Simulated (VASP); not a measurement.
Here is a VASP 6.6.1 calculation.

Contents of POSCAR:

```
AlN
1.0
    3.0998979486      0.0000000000      0.0000000000
   -1.5499489743      2.6845903726      0.0000000000
    0.0000000000      0.0000000000      4.9688273678
Al N
2 2
Direct
    0.6666666667      0.3333333333      0.4992470000
    0.3333333333      0.6666666667     -0.0007530000
    0.6666666667      0.3333333333      0.8807530000
    0.3333333333      0.6666666667      0.3807530000
```

File INCAR.step1:

```
ALGO     = Normal         # electronic algorithm
EDIFF    = 1E-5           # SCF threshold, eV
ENCUT    = 520            # plane-wave cutoff, eV
GGA      = PE             # functional
ISIF     = 2              # what is computed and relaxed
ISMEAR   = -1             # smearing method
LASPH    = True           # aspherical terms in the spheres
LREAL    = False          # projectors in reciprocal space
LWAVE    = True           # write WAVECAR
NBANDS   = 16             # bands
NELM     = 80             # most SCF steps
PREC     = Accurate       # precision mode
SIGMA    = 0.05           # smearing width, eV
```

File INCAR.step2:

```
AEXX     = 1.0            # exact-exchange fraction
AGGAC    = 0.0          
ALDAC    = 0.0          
ALGO     = Normal         # electronic algorithm
EDIFF    = 1E-7           # SCF threshold, eV
ENCUT    = 520            # plane-wave cutoff, eV
GGA      = PE             # functional
ISIF     = 2              # what is computed and relaxed
ISMEAR   = -1             # smearing method
ISTART   = 1            
LASPH    = True           # aspherical terms in the spheres
LCHARG   = True           # write CHGCAR
LELF     = True           # ELF
LHFCALC  = True           # exact exchange
LREAL    = False          # projectors in reciprocal space
LVHAR    = True         
LWAVE    = False          # write WAVECAR
NBANDS   = 16             # bands
NELM     = 80             # most SCF steps
PREC     = Accurate       # precision mode
PRECFOCK = Normal       
SIGMA    = 0.05           # smearing width, eV
```

The input KPOINTS:

```
k-points
0
Gamma
  5 5 3
```

Potentials or basis: VASP PAW PBE potentials, release 64 (Al, N).

Command:

```bash
$ cat potpaw_PBE.64/Al/POTCAR potpaw_PBE.64/N/POTCAR > POTCAR
$ cp INCAR.step1 INCAR
$ mpirun -np 1 vasp_std > vasp.out
$ cp INCAR.step2 INCAR
$ mpirun -np 1 vasp_std > vasp.out
```

(1) Predict the pressure.

(2) Estimate the band gap on the k mesh.

(3) What does it give for the largest force?

Answers

(1) -0.4 GPa.

(2) 12.51 eV.

(3) 0.035 eV/Å.

Caveat: the k points lie up to 0.47 Å⁻¹ apart; the PAW data sets were made with another functional, which shifts forces and pressure a little.
